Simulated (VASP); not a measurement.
A run of VASP 6.6.1 is set up as follows.

The input INCAR:

```
SYSTEM = CsSc
ALGO = Fast
EDIFF = 1E-7
ENCUT = 520
GGA = PE
ISIF = 2
ISMEAR = 0
LASPH = .True.
LCHARG = .False.
LREAL = .False.
LWAVE = .False.
NBANDS = 28
NELM = 60
PREC = Accurate
SIGMA = 0.1
```

File KPOINTS:

```
k-points
0
Gamma
  4 4 4
  0 0 0
```

The input POSCAR:

```
CsSc
1.0
    5.5552296538      0.0000000000      0.0000000000
    0.0000000000      3.6477946415      0.0000000000
    0.0000000000      0.0000000000     10.7923677506
Cs Sc
2 2
Direct
    0.7500000000      0.0000000000      0.6943958434
    0.2500000000      0.0000000000      0.3056041566
    0.7500000000      0.5000000000      0.0363910200
    0.2500000000      0.5000000000      0.9636089800
```

Potentials or basis: VASP PAW PBE potentials, release 64 (Cs_sv, Sc_sv).

Run with:

```bash
$ cat potpaw_PBE.64/Cs_sv/POTCAR potpaw_PBE.64/Sc_sv/POTCAR > POTCAR
$ mpirun -np 1 vasp_std > vasp.out
```

Task: Estimate the band gap on the k mesh.

Result: Zero (bands 20 and 21 overlap by 0.09 eV).

Task: Predict the largest force.

Result: 0.014 eV/Å.

Task: Predict the pressure.

Result: 0.1 GPa.

Forces in eV/Å, atoms in the order of the input:
```
Cs   0.000  0.000 -0.003
Cs   0.000  0.000  0.003
Sc   0.000  0.000  0.014
Sc   0.000  0.000 -0.014
```

Caveat: the k points lie up to 0.43 Å⁻¹ apart; spin-orbit coupling is left out, which moves the levels of the heavy elements.
